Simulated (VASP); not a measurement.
A run of VASP 6.6.1:

The input INCAR:

```
ALGO = Normal ; EDIFF = 1E-6
ENCUT = 520 ; GGA = PE
ISIF = 2 ; ISMEAR = -1
LASPH = T ; LCHARG = F
LREAL = F ; LWAVE = F
NBANDS = 15 ; NELM = 60
PREC = Accurate ; SIGMA = 0.02
```

The input KPOINTS:

```
k-points
0
Gamma
  6 6 6
```

File POSCAR:

```
MgI2
1.0
   -0.0751144117      3.6806061742      3.6806061742
    3.6806061742     -0.0751144117      3.6806061742
    3.6806061742      3.6806061742     -0.0751144117
Mg I
1 2
Direct
    0.0000000000      0.0000000000      0.0000000000
    0.2493108030      0.2493108030      0.2493108030
    0.7506891970      0.7506891970      0.7506891970
```

Potentials or basis: VASP PAW PBE potentials, release 64 (Mg, I).

Launch:

```bash
$ cat potpaw_PBE.64/Mg/POTCAR potpaw_PBE.64/I/POTCAR > POTCAR
$ mpirun -np 1 vasp_std > vasp.out
```

Hardware: 1 thread of Intel(R) Xeon(R) 6975P-C (Granite Rapids) (shared host).

Q: Estimate the wall time of this run.

A: It took 19 s on 1 thread of Intel(R) Xeon(R) 6975P-C (Granite Rapids), with other jobs on the host, peak memory 0.25 GiB. Counts: scf iterations 12, k points 32.
